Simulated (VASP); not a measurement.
# RbBr (Pmm2) in VASP: a series of runs

Runs on RbBr. Level: PBEsol. Tasks: single point.

All numbers are computed with VASP 6.6.1; they aren't measurements. Logs are shortened: lines on timing, memory, paths and dates and some standing lists are left out, and cuts for length are marked.

## Step 1: The cell of the first run

It takes space group Pmm2 (No. 25, orthorhombic). The conventional cell has a = 3.961 Å, b = 4.070 Å, c = 3.961 Å, α = 90.00°, β = 90.00°, γ = 90.00°. Within 4.1 Å of Rb (site symmetry mm2) lie 8 Br at 3.14 to 3.87 Å and 6 Rb at 3.96 to 4.07 Å. Br (site symmetry mm2) has 8 Rb at 3.14 to 3.87 Å and 6 Br at 3.96 to 4.07 Å within 4.1 Å.

## Step 2: Single point, PBEsol

Contents of INCAR:

```
PREC     = Accurate       # precision mode
ENCUT    = 520            # plane-wave cutoff, eV
EDIFF    = 1E-7           # SCF threshold, eV
ISMEAR   = 0              # smearing method
SIGMA    = 0.05           # smearing width, eV
LREAL    = F              # projectors in reciprocal space
LASPH    = T              # aspherical terms in the spheres
NELM     = 80             # most SCF steps
ALGO     = Normal         # electronic algorithm
ISIF     = 2              # what is computed and relaxed
LWAVE    = F              # write WAVECAR
LCHARG   = F              # write CHGCAR
GGA      = PS             # functional
NBANDS   = 15             # bands
```

Contents of KPOINTS:

```
Automatic mesh
0
Gamma
  6 6 6
```

Contents of POSCAR:

```
RbBr
1.0
    3.9614953456      0.0000000000      0.0000000000
    0.0000000000      3.9614953456      0.0000000000
    0.0000000000      0.0000000000      4.0701688540
Rb Br
1 1
Direct
   -0.0793829626      0.0000000000      0.0000000000
    0.5849104822      0.5000000000      0.5000000000
```

Potentials or basis: VASP PAW PBE potentials, release 64 (Rb_sv, Br).

Started as:

```sh
$ cat potpaw_PBE.64/Rb_sv/POTCAR potpaw_PBE.64/Br/POTCAR > POTCAR
$ mpirun -np 1 vasp_std > vasp.out
```

OUTCAR:

```text
PREC = Accurate
   ENCUT = 520
   EDIFF = 1E-7
   ISMEAR = 0
   LREAL = F
   LASPH = T
   NELM = 80
   ISIF = 2
   GGA = PS

 ion  position               nearest neighbor table
   1  0.921  0.000  0.000-   2 3.14   2 3.14   2 3.14   2 3.14   2 3.87   2 3.87   2 3.87   2 3.87

   2  0.585  0.500  0.500-   1 3.14   1 3.14   1 3.14   1 3.14   1 3.87   1 3.87   1 3.87   1 3.87

  LATTYP: Found a simple tetragonal cell.
 ALAT       =     3.9614953456
 C/A-ratio  =     1.0274324463

  Lattice vectors:

 A1 = (   3.9614953456,   0.0000000000,   0.0000000000)
 A2 = (   0.0000000000,   3.9614953456,   0.0000000000)
 A3 = (   0.0000000000,   0.0000000000,   4.0701688540)

Analysis of symmetry for initial positions (statically):
=====================================================================
 Subroutine PRICEL returns:
 Original cell was already a primitive cell.

 Routine SETGRP: Setting up the symmetry group for a
 simple tetragonal supercell.

 Subroutine GETGRP returns: Found  4 space group operations
 (whereof  4 operations were pure point group operations)
 out of a pool of 16 trial point group operations.

The static configuration has the point symmetry C_2v.

Analysis of symmetry for dynamics (positions and initial velocities):
=====================================================================
 Subroutine PRICEL returns:
 Original cell was already a primitive cell.

 Routine SETGRP: Setting up the symmetry group for a
 simple tetragonal supercell.

 Subroutine GETGRP returns: Found  4 space group operations
 (whereof  4 operations were pure point group operations)
 out of a pool of 16 trial point group operations.

The dynamic configuration has the point symmetry C_2v.

 Subroutine INISYM returns: Found  4 space group operations
 (whereof  4 operations are pure point group operations),
 and found     1 'primitive' translations

----------------------------------------------------------------------------------------

                                     Primitive cell

  volume of cell :      63.8750

  direct lattice vectors                    reciprocal lattice vectors
     3.961495346  0.000000000  0.000000000     0.252429932  0.000000000  0.000000000
     0.000000000  3.961495346  0.000000000     0.000000000  0.252429932  0.000000000
     0.000000000  0.000000000  4.070168854     0.000000000  0.000000000  0.245690053

  length of vectors
     3.961495346  3.961495346  4.070168854     0.252429932  0.252429932  0.245690053

  position of ions in fractional coordinates (direct lattice)
     0.920617037  0.000000000  0.000000000
     0.584910482  0.500000000  0.500000000

  ion indices of the primitive-cell ions
   primitive index   ion index
                 1           1
                 2           2

----------------------------------------------------------------------------------------

 KPOINTS: Automatic mesh

Automatic generation of k-mesh.
 Grid dimensions read from file:
 generate k-points for:    6    6    6

 Generating k-lattice:

  Cartesian coordinates                     Fractional coordinates (reciprocal lattice)
     0.042071655  0.000000000  0.000000000     0.166666667  0.000000000  0.000000000
     0.000000000  0.042071655  0.000000000     0.000000000  0.166666667  0.000000000
     0.000000000  0.000000000  0.040948342     0.000000000  0.000000000  0.166666667

  Length of vectors
     0.042071655  0.042071655  0.040948342

  Shift w.r.t. Gamma in fractional coordinates (k-lattice)
     0.000000000  0.000000000  0.000000000

 Subroutine IBZKPT returns following result:
 ===========================================

 Found     64 irreducible k-points:

 Following reciprocal coordinates:
            Coordinates               Weight
  0.000000  0.000000  0.000000      1.000000
  0.166667  0.000000  0.000000      2.000000
  0.000000  0.166667  0.000000      2.000000
  0.333333  0.000000  0.000000      2.000000
  0.000000  0.333333  0.000000      2.000000
  0.500000  0.000000  0.000000      1.000000
[... 16 lines left out ...]
  0.000000  0.500000  0.166667      2.000000
  0.166667  0.166667  0.166667      8.000000
 [... further k-points ...]
   k-points           NKPTS =     64   k-points in BZ     NKDIM =     64   number of bands    NBANDS=     15
   number of dos      NEDOS =    301   number of ions     NIONS =      2
   total plane-waves  NPLWV =  27000
   dimension x,y,z NGX =    30 NGY =   30 NGZ =   30
   dimension x,y,z NGXF=    60 NGYF=   60 NGZF=   60
   ions per type =               1   1
   NGX,Y,Z   is equivalent  to a cutoff of  12.59, 12.59, 12.25 a.u.
   NGXF,Y,Z  is equivalent  to a cutoff of  25.18, 25.18, 24.51 a.u.
 SYSTEM =  unknown system
   PREC   = accura    normal or accurate (medium, high low for compatibility)
   ISTART =      0    job   : 0-new  1-cont  2-samecut
   ICHARG =      2    charge: 1-file 2-atom 10-const
   ISPIN  =      1    spin polarized calculation?
   LNONCOLLINEAR =      F non collinear calculations
   LSORBIT =      F    spin-orbit coupling
   LASPH  =      T    aspherical Exc in radial PAW
   ENCUT  =  520.0 eV  38.22 Ry    6.18 a.u.   7.37  7.37  7.57*2*pi/ulx,y,z
   NELM   =     80;   NELMIN=  2; NELMDL= -5     # of ELM steps
   EDIFF  = 0.1E-06   stopping-criterion for ELM
   LREAL  =      F    real-space projection
   EDIFFG = 0.1E-05   stopping-criterion for IOM
   NSW    =      0    number of steps for IOM
   IBRION =     -1    ionic relax: 0-MD 1-quasi-New 2-CG
   NFREE  =      0    steps in history (QN), initial steepest desc. (CG)
   ISIF   =      2    stress and relaxation
   ISYM   =      2    0-nonsym 1-usesym 2-fastsym
   POTIM  = 0.5000    time-step for ionic-motion
   TEBEG  =    0.0;   TEEND  =   0.0 temperature during run
   PSTRESS=    0.0 pullay stress
   NELECT =      16.0000    total number of electrons
   NUPDOWN=      -1.0000    fix difference up-down
   EMIN   =  10.00;   EMAX   =-10.00  energy-range for DOS
   EFERMI =   0.00;   METHOD = LEGACY
   ISMEAR =     0;   SIGMA  =   0.05  broadening in eV -4-tet -1-fermi 0-gaus
   EFERMI_NEDOS =   21; number of points for ismear=-14 and -15
   IALGO  =     38    algorithm
   IMIX   =      4    mixing-type and parameters
     AMIX     =   0.40;   BMIX     =  1.00
     AMIX_MAG =   1.60;   BMIX_MAG =  1.00
  volume/ion in A,a.u.               =      31.94       215.52
  Fermi-wavevector in a.u.,A,eV,Ry     =   1.031980  1.950159 14.489968  1.064983
  Thomas-Fermi vector in A             =   2.166155
   LORBIT       =      0    0 simple, 1 ext, 2 COOP (PROOUT), +10 PAW based schemes
   GGA     = PS    functional components
   LHFCALC =     F    Hartree Fock is set to
   AEXX    =    0.0000 exact exchange contribution
   IVDW    =     0    specifies the selected vdW correction
   LEPSILON=     F    determine dielectric tensor
   LRPA    =     F    only Hartree local field effects (RPA)
 non-spin polarized calculation
 Gauss-broadening in eV      SIGMA  =   0.05
  energy-cutoff  :      520.00
  volume of cell :       63.87
 maximum number of plane-waves:      1759
 NGX is ok and might be reduce to    30
   NGX = 15   NGY = 15   NGZ = 15

 number of electron      15.9999999 magnetization

 Free energy of the ion-electron system (eV)
  ---------------------------------------------------
  ext. energy  EPLUGINS =         0.00000000
  ---------------------------------------------------
  free energy    TOTEN  =        -6.02931395 eV

  energy without entropy =       -6.02931395  energy(sigma->0) =       -6.02931395

 E-fermi :  -0.0711     XC(G=0):  -8.4670

 val. band max:       -0.2976714619   @ k =   0.0000   0.5000   0.3333
 cond. band min:       3.9058580281   @ k =   0.0000   0.0000   0.0000
 fundamental gap:      4.2035294900
 Fermi energy:        -0.0710911812

 k-point     1 :       0.0000    0.0000    0.0000
  band No.  band energies     occupation
      1     -25.1006      2.00000
      2     -13.1829      2.00000
      3      -9.1516      2.00000
      4      -9.1089      2.00000
      5      -9.0366      2.00000
      6      -0.6341      2.00000
      7      -0.5744      2.00000
      8      -0.4388      2.00000
      9       3.9059      0.00000
     10       4.8497      0.00000
     11       6.1432      0.00000
     12       9.4182      0.00000
     13      10.2397      0.00000
     14      10.4763      0.00000
     15      10.7169      0.00000

 k-point     2 :       0.1667    0.0000    0.0000
  band No.  band energies     occupation
      1     -25.0919      2.00000
      2     -13.1734      2.00000
      3      -9.1332      2.00000
      4      -9.1143      2.00000
      5      -9.0920      2.00000
      6      -1.1446      2.00000
      7      -0.5934      2.00000
      8      -0.4506      2.00000
      9       4.5830      0.00000
     10       5.0599      0.00000
     11       6.8348      0.00000
     12       9.5531      0.00000
     13       9.7538      0.00000
     14       9.9771      0.00000
     15      10.8920      0.00000

 k-point     3 :       0.0000    0.1667    0.0000
  band No.  band energies     occupation
      1     -25.0906      2.00000
      2     -13.1989      2.00000
      3      -9.1701      2.00000
      4      -9.1246      2.00000
      5      -8.9997      2.00000
      6      -1.0381      2.00000
      7      -0.6585      2.00000
      8      -0.5591      2.00000
      9       4.5442      0.00000
     10       5.5288      0.00000
     11       6.1593      0.00000
     12       9.2844      0.00000
     13       9.5277      0.00000
     14      10.4780      0.00000
     15      10.9159      0.00000
[... 343 lines left out ...]
 k-point    23 :       0.0000    0.5000    0.1667
  band No.  band energies     occupation
      1     -25.0542      2.00000
      2     -13.1884      2.00000
      3      -9.2623      2.00000
      4      -9.1865      2.00000
      5      -9.0372      2.00000
      6      -2.0661      2.00000
      7      -1.0753      2.00000
      8      -0.3002      2.00000
      9       5.8790      0.00000
     10       6.4826      0.00000
     11       7.9158      0.00000
     12       8.3926      0.00000
     13       9.8373      0.00000
     14      10.1589      0.00000
     15      10.5810      0.00000

 k-point    24 :       0.1667    0.1667    0.1667
  band No.  band energies     occupation
      1     -25.0749      2.00000
      2     -13.1733      2.00000
      3      -9.2301      2.00000
      4      -9.2026      2.00000
      5      -8.9869      2.00000
      6      -1.2248      2.00000
      7      -0.8871      2.00000
      8      -0.8302      2.00000
      9       5.5065      0.00000
     10       6.1641      0.00000
     11       6.7932      0.00000
     12       8.5749      0.00000
     13       9.0072      0.00000
     14      10.0364      0.00000
     15      11.4622      0.00000

 [... further k-points ...]
[... 5 lines left out ...]
  --------------------------------------------------------------------------------------
  -------------------------------------------------------------------------------------
  Total        1.0552527      1.9870263      1.7331942      0.0000000      0.0000000      0.0000000
  in kB       26.4689276     49.8406244     43.4737469      0.0000000      0.0000000      0.0000000
  external PRESSURE =      39.9277663 kB  Pullay stress =       0.0000000 kB

 VOLUME and BASIS-vectors are now :
 -----------------------------------------------------------------------------
  energy-cutoff  :      520.00
  volume of cell :       63.87
      direct lattice vectors                 reciprocal lattice vectors
     3.961495346  0.000000000  0.000000000     0.252429932  0.000000000  0.000000000
     0.000000000  3.961495346  0.000000000     0.000000000  0.252429932  0.000000000
     0.000000000  0.000000000  4.070168854     0.000000000  0.000000000  0.245690053

 POSITION                                       TOTAL-FORCE (eV/Angst)
 -----------------------------------------------------------------------------------
      3.64702      0.00000      0.00000         0.788080      0.000000      0.000000
      2.31712      1.98075      2.03508        -0.788080      0.000000      0.000000
 -----------------------------------------------------------------------------------
    total drift:                               -0.000083      0.000000      0.000001

  FREE ENERGIE OF THE ION-ELECTRON SYSTEM (eV)
  ---------------------------------------------------
  free  energy   TOTEN  =        -6.0293139533 eV

  energy  without entropy=       -6.0293139533  energy(sigma->0) =       -6.02931395
```

It took 21 s on 1 thread of Intel Xeon 6975P-C (Granite Rapids), shared host; peak memory 0.2 GiB.

What came out:

* Free energy: -6.0293 eV
* Pressure: 4.0 GPa
* Largest force: 0.788 eV/Å
* Band gap on the k mesh: 4.20 eV, indirect (least direct gap 4.34 eV)

Forces on the atoms (eV/Å):
```
Rb   0.788  0.000  0.000
Br  -0.788  0.000  0.000
```

Stress tensor (GPa, compression positive):
```
2.65 0.00 0.00
0.00 4.98 0.00
0.00 0.00 4.35
```

Caveat: the PAW data sets were made with another functional, which shifts forces and pressure a little. Expect the measured gap to be larger: semilocal functionals such as PBEsol lack the derivative discontinuity.

## Step 3: Single point, PBEsol

Contents of INCAR:

```
SYSTEM = RbBr
ALGO = Normal
EDIFF = 1E-7
ENCUT = 520
GGA = PS
ISIF = 2
ISMEAR = 0
LASPH = .True.
LCHARG = .False.
LREAL = .False.
LWAVE = .False.
NBANDS = 15
NELM = 60
PREC = Accurate
SIGMA = 0.05
```

Contents of KPOINTS:

```
k-points
0
Gamma
  6 6 6
  0 0 0
```

Contents of POSCAR:

```
RbBr
1.0
    3.9614953456      0.0000000000      0.0000000000
    0.0000000000      3.9614953456      0.0000000000
    0.0000000000      0.0000000000      4.0701688540
Rb Br
1 1
Direct
   -0.0396914813      0.0000000000      0.0000000000
    0.5424552411      0.5000000000      0.5000000000
```

Potentials or basis: VASP PAW PBE potentials, release 64 (Rb_sv, Br).

Started as:

```sh
$ cat potpaw_PBE.64/Rb_sv/POTCAR potpaw_PBE.64/Br/POTCAR > POTCAR
$ mpirun -np 1 vasp_std > vasp.out
```

Run time: 20 s. Hardware: 1 thread of Intel Xeon 6975P-C (Granite Rapids), shared host; peak memory 0.2 GiB.

The run converged. Its results:

```yaml
Free_energy: -6.2214 eV
Pressure: 1.9 GPa
Largest_force: 0.390 eV/Å
Band_gap_on_the_k_mesh: 4.20 eV, indirect (least direct gap 4.34 eV)
```

Forces in eV/Å, atoms in the order of the input:
```
Rb   0.390  0.000  0.000
Br  -0.390  0.000  0.000
```

Stress tensor (GPa, compression positive):
```
1.84 0.00 0.00
0.00 2.34 0.00
0.00 0.00 1.53
```

Levels at points of the mesh, in eV from the valence-band top:
| k point | band 4 | band 5 | band 6 | band 7 | band 8 | band 9 | band 10 | band 11 | band 12 | band 13 |
| --- | --- | --- | --- | --- | --- | --- | --- | --- | --- | --- |
| (0.00, 0.00, 0.00) | -8.88 | -8.86 | -0.29 | -0.20 | -0.14 | 4.20 | 5.23 | 5.62 | 9.95 | 10.18 |
| (0.50, 0.00, 0.00) | -8.84 | -8.81 | -2.05 | -0.42 | -0.23 | 6.59 | 7.43 | 8.20 | 8.79 | 9.75 |
| (0.00, 0.50, 0.00) | -8.83 | -8.82 | -2.05 | -0.48 | -0.18 | 6.64 | 7.26 | 8.04 | 8.14 | 10.11 |
| (0.50, 0.50, 0.00) | -9.28 | -8.78 | -1.24 | -1.21 | -0.18 | 5.25 | 6.01 | 7.76 | 7.85 | 11.25 |
| (0.00, 0.00, 0.50) | -8.83 | -8.81 | -2.02 | -0.33 | -0.22 | 6.60 | 7.20 | 7.81 | 8.23 | 10.35 |
| (0.50, 0.00, 0.50) | -9.22 | -8.76 | -1.24 | -1.18 | -0.04 | 5.19 | 6.23 | 8.00 | 8.18 | 10.99 |
| (0.00, 0.50, 0.50) | -9.29 | -8.77 | -1.22 | -1.14 | 0.00 | 5.22 | 6.40 | 8.04 | 8.13 | 11.51 |
| (0.50, 0.50, 0.50) | -9.22 | -9.16 | -1.65 | -1.62 | -1.56 | 7.94 | 7.99 | 8.55 | 9.97 | 10.15 |

Caveat: the PAW data sets were made with another functional, which shifts forces and pressure a little. PBEsol gaps usually lie below the measured ones, often by a third to a half.

## Step 4: Single point, PBEsol

This run uses another cell than the first one, of 32.82 Å³/atom, 1.028 times its volume.

Contents of INCAR:

```
PREC = Accurate ; ENCUT = 520
EDIFF = 1E-6 ; ISMEAR = 0
SIGMA = 0.05 ; LREAL = F
LASPH = T ; NELM = 60
ALGO = Normal ; ISIF = 2
LWAVE = F ; LCHARG = T
GGA = PS ; LELF = T
LVHAR = T ; NBANDS = 15
```

Contents of KPOINTS:

```
regular mesh
0
Gamma
  6 6 6
```

Contents of POSCAR:

```
RbBr
1.0
    4.0160356082      0.0000000000      0.0000000000
    0.0000000000      4.0160356082      0.0000000000
    0.0000000000      0.0000000000      4.0701688540
Rb Br
1 1
Direct
   -0.0992287032      0.0000000000      0.0000000000
    0.6061381027      0.5000000000      0.5000000000
```

Started as:

```sh
$ cat potpaw_PBE.64/Rb_sv/POTCAR potpaw_PBE.64/Br/POTCAR > POTCAR
$ mpirun -np 1 vasp_std > vasp.out
```

Wall time 21 s (1 thread of Intel Xeon 6975P-C (Granite Rapids), shared host); peak memory 0.2 GiB.

Results (log left out):

| Property | Result |
| --- | --- |
| Free energy | -5.9363 eV |
| Pressure | 4.6 GPa |
| Largest force | 0.874 eV/Å |
| Band gap on the k mesh | 4.09 eV, indirect (least direct gap 4.28 eV) |

Forces in eV/Å, atoms in the order of the input:
```
Rb   0.874  0.000  0.000
Br  -0.874  0.000  0.000
```

Stress tensor (GPa, compression positive):
```
2.41 0.00 0.00
0.00 5.83 0.00
0.00 0.00 5.57
```

Levels at points of the mesh, in eV from the valence-band top:
```csv
k point,band 5,band 6,band 7,band 8,band 9,band 10,band 11,band 12
"(0.00, 0.00, 0.00)",-8.74,-0.42,-0.25,-0.19,4.09,5.11,6.95,9.51
"(0.50, 0.00, 0.00)",-8.77,-1.89,-0.29,-0.22,6.06,7.51,8.31,9.01
"(0.00, 0.50, 0.00)",-8.74,-1.92,-0.66,-0.05,6.09,6.55,7.96,8.06
"(0.50, 0.50, 0.00)",-8.70,-1.34,-1.22,-0.44,5.48,6.26,8.06,8.58
"(0.00, 0.00, 0.50)",-8.73,-1.91,-0.59,-0.07,6.06,6.52,7.92,8.01
"(0.50, 0.00, 0.50)",-8.69,-1.31,-1.24,-0.37,5.45,6.36,8.17,8.73
"(0.00, 0.50, 0.50)",-8.73,-1.02,-0.99,-0.09,5.56,7.17,8.27,8.32
"(0.50, 0.50, 0.50)",-9.12,-1.48,-1.26,-1.24,6.89,6.90,8.87,10.44
```

Caveat: the PAW data sets were made with another functional, which shifts forces and pressure a little. A hybrid or GW would open this gap; PBEsol tends to underestimate it.

(Part 1 of 2 ends here.)
